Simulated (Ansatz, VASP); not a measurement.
## Two plane-wave programs on CeO2

File INCAR:

```
PREC     = Accurate       # precision mode
ENCUT    = 520            # plane-wave cutoff, eV
EDIFF    = 1E-6           # SCF threshold, eV
ISMEAR   = 0              # smearing method
SIGMA    = 0.05           # smearing width, eV
LREAL    = False          # projectors in reciprocal space
LASPH    = True           # aspherical terms in the spheres
NELM     = 150            # most SCF steps
ALGO     = Normal         # electronic algorithm
ISIF     = 2              # what is computed and relaxed
LWAVE    = False          # write WAVECAR
LCHARG   = False          # write CHGCAR
LMAXMIX  = 6              # l up to which the mixer works
LDAU     = True           # DFT+U
LDAUTYPE = 2            
LDAUL    = 3 -1           # shell
LDAUU    = 5 0            # U, eV
LDAUJ    = 0 0          
LDAUPRINT= 1            
GGA      = PE             # functional
NBANDS   = 19             # bands
```

File KPOINTS:

```
Automatic mesh
0
Gamma
  12 12 12
```

Contents of POSCAR:

```
CeO2
1.0
    0.0000000000      2.7449933382      2.7449933382
    2.7449933382      0.0000000000      2.7449933382
    2.7449933382      2.7449933382      0.0000000000
Ce O
1 2
Direct
    0.0000000000      0.0000000000      0.0000000000
    0.2500000000      0.2500000000      0.2500000000
    0.7500000000      0.7500000000      0.7500000000
```

Input for Ansatz:

```yaml
crystal:
  lattice:
    - [0.0, 2.7449933382, 2.7449933382]
    - [2.7449933382, 0.0, 2.7449933382]
    - [2.7449933382, 2.7449933382, 0.0]
  atoms:
    - { symbol: Ce, position: [0.0, 0.0, 0.0] }
    - { symbol: O, position: [0.25, 0.25, 0.25] }
    - { symbol: O, position: [0.75, 0.75, 0.75] }
basis:
  ecutwfc: 420
  ecutrho_ratio: 4
kpoints:
  mp_grid: { grid: [12, 12, 12] }
hamiltonian:
  xc: pbe
  hubbard: { sites: [{ species: Ce, l: f, u_eff: 5.0 }] }
scf:
  occupations: { method: gaussian, width: 0.05 }
output:
  forces: true
  stress: true
  eigenvalues: true
  populations: true
  hubbard: { sites: [{ species: Ce, l: f }] }
```

Alike in both runs: task single point; functional PBE; k mesh 12 × 12 × 12; occupations gaussian, width 0.05 eV; no spin polarisation; Hubbard terms Ce f U = 5.0 eV.

|  | VASP | Ansatz |
| --- | --- | --- |
| version | VASP 6.6.1 | Ansatz 0.2.0 |
| potentials or method | VASP PAW PBE potentials, release 64 (Ce, O), cutoff 520 eV | scalar-relativistic, plane waves, PAW |
| valence electrons in the cell | 24 | 24 |

VASP gave:

```
gap on the k mesh at the Fermi level (eV) : 2.27
least direct gap on the mesh (eV)         : 2.47
pressure (GPa)                            : 1.1
```

Which values does Ansatz return?

gap on the k mesh at the Fermi level (eV): 2.23; least direct gap on the mesh (eV): 2.39; pressure (GPa): -1.8.

The programs project onto different local orbitals, so the same U acts differently, and such runs can settle in different states.

Spin-orbit coupling is off throughout.
